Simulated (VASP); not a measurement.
WC, 8 atoms in the cell. It takes space group P-6m2 (No. 187, hexagonal). The conventional cell has a = 2.898 Å, b = 2.898 Å, c = 2.828 Å, α = 90.00°, β = 90.00°, γ = 120.00°. Within 2.9 Å of W (site symmetry -6m2) lie 6 C at 2.19 Å and 8 W at 2.83 to 2.90 Å. C (site symmetry -6m2) has 6 W at 2.19 Å and 8 C at 2.83 to 2.90 Å within 2.9 Å. 

| Property | Result |
| --- | --- |
| Program | VASP 6.6.1 |
| Task | single point |
| Functional | PBEsol |
| Potentials or basis | VASP PAW PBE potentials, release 64 (W_sv, C) |
| Cutoff | 520 eV |
| k mesh | 8 × 8 × 8 |
| Occupations | gaussian, width 0.15 eV |
| Spin | no spin polarisation |
| Dipole correction | no |
| Further INCAR settings | ALGO = Normal; EDIFF = 1e-07; NBANDS = 46 |

Potentials or basis: VASP PAW PBE potentials, release 64 (W_sv, C).

The run is started by

```console
$ cat potpaw_PBE.64/W_sv/POTCAR potpaw_PBE.64/C/POTCAR > POTCAR
$ mpirun -np 1 vasp_std > vasp.out
```

Hardware: 1 thread of AMD EPYC 7R13 (shared host).

Question: How long does it take, and how much memory?

Answer: Run time: 8.3 min on 1 thread of AMD EPYC 7R13, with other jobs on the host, peak memory 0.36 GiB. Counts: scf iterations 14, k points 105.
